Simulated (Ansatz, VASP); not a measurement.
# Two plane-wave programs on NbAg4

INCAR

```
SYSTEM = NbAg4
ALGO = Normal
EDIFF = 1E-7
EDIFFG = -0.04
ENCUT = 600
GGA = PE
IBRION = 2
ISIF = 3
ISMEAR = 0
LASPH = .True.
LCHARG = .False.
LREAL = .False.
LWAVE = .False.
NELM = 80
NSW = 90
PREC = Accurate
SIGMA = 0.1
```

File KPOINTS:

```
k-points
0
Gamma
  4 4 4
  0 0 0
```

File POSCAR:

```
NbAg4
1.0
   -2.9230404900      2.9230404900      2.9230404900
    2.9230404900     -2.9230404900      2.9230404900
    2.9230404900      2.9230404900     -2.9230404900
Nb Ag
1 4
Direct
    0.0000000000      0.0000000000      0.0000000000
    0.0000000000      0.0000000000      0.5000000000
    0.0000000000      0.5000000000      0.0000000000
    0.5000000000      0.0000000000      0.0000000000
    0.5000000000      0.5000000000      0.5000000000
```

Input for Ansatz:

```yaml
crystal:
  lattice:
    - [-2.92304049, 2.92304049, 2.92304049]
    - [2.92304049, -2.92304049, 2.92304049]
    - [2.92304049, 2.92304049, -2.92304049]
  atoms:
    - { symbol: Nb, position: [0.0, 0.0, 0.0] }
    - { symbol: Ag, position: [0.0, 0.0, 0.5] }
    - { symbol: Ag, position: [0.0, 0.5, 0.0] }
    - { symbol: Ag, position: [0.5, 0.0, 0.0] }
    - { symbol: Ag, position: [0.5, 0.5, 0.5] }
basis:
  ecutwfc: 420
kpoints:
  mp_grid: { grid: [4, 4, 4] }
hamiltonian:
  xc: pbe
scf:
  occupations: { method: gaussian, width: 0.1 }
  lower_state_search: "off"
output:
  forces: true
  stress: true
  eigenvalues: true
relax:
  adjacent_minimum: "off"
  f_tol: 0.04
  max_steps: 70
  cell: { stress_tol: 0.4 }
```

Change from the starting cell: species swapped into the CrGa4 type (Im-3m, No. 229).

Alike in both runs: task relaxation of cell and atoms; functional PBE; k mesh 4 × 4 × 4; occupations gaussian, width 0.1 eV; no spin polarisation.

|  | VASP | Ansatz |
| --- | --- | --- |
| version | VASP 6.6.1 | Ansatz 0.2.0 |
| potentials or method | VASP PAW PBE potentials, release 64 (Nb_sv, Ag), cutoff 600 eV | scalar-relativistic, plane waves, PAW |
| valence electrons in the cell | 57 | 89 |

```tsv
	VASP	Ansatz	Ansatz less VASP
gap on the k mesh at the Fermi level, each at its own relaxed structure (eV)	none	none	-
relaxed volume (Å³/atom)	23.76	23.79	+0.025
relaxed cell length with the largest relative difference (Å)	5.364	5.366	+0.0019
```

A gap of «none» marks a metal or a gap that the smearing closes. VASP's potentials hold 57 valence electrons a cell and Ansatz's 89, so a difference there can come from the potentials and not from the codes.

The k mesh is coarse, so the values compare programs but aren't converged. Noted on VASP's run: the volume moved by over 15 % at a fixed basis, so the end points are rough.
